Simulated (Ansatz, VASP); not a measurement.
One calculation of InSe, two programs

```
Se In
1.0
     4.04733    0.00000    0.00000
    -2.02366    3.50509    0.00000
     0.00000    0.00000   34.33362
Se In
4 4
Cartesian
  0.0000 2.3367 10.3413
  0.0000 2.3367 15.6981
  2.0237 1.1684 18.6344
  2.0237 1.1684 23.9932
  0.0000 0.0000 11.6254
  0.0000 0.0000 14.4189
  0.0000 2.3367 19.9152
  0.0000 2.3367 22.7091
```

Alike in both runs: functional PBE; dispersion D3(BJ); k mesh 9 × 9 × 1; occupations gaussian, width 0.05 eV; no spin polarisation.

Ansatz relaxed the structure, and its values are those at the end. VASP's run is a single point on that final structure, the one shown.

|  | VASP | Ansatz |
| --- | --- | --- |
| version | VASP 6.6.1 | Ansatz 0.2.0 |
| potentials or method | VASP PAW PBE potentials, release 64 (Se, In_d), cutoff 520 eV | scalar-relativistic, plane waves, PAW |
| valence electrons in the cell | 76 | 116 |

|  | VASP | Ansatz | Ansatz less VASP |
| --- | --- | --- | --- |
| gap on the k mesh at the Fermi level (eV) | 0.97 | 0.98 | +0.011 |
| rms of the force components (eV/Å) | 0.003 | 0.007 | +0.0047 |

VASP's potentials hold 76 valence electrons a cell and Ansatz's 116, so a difference there can come from the potentials and not from the codes.
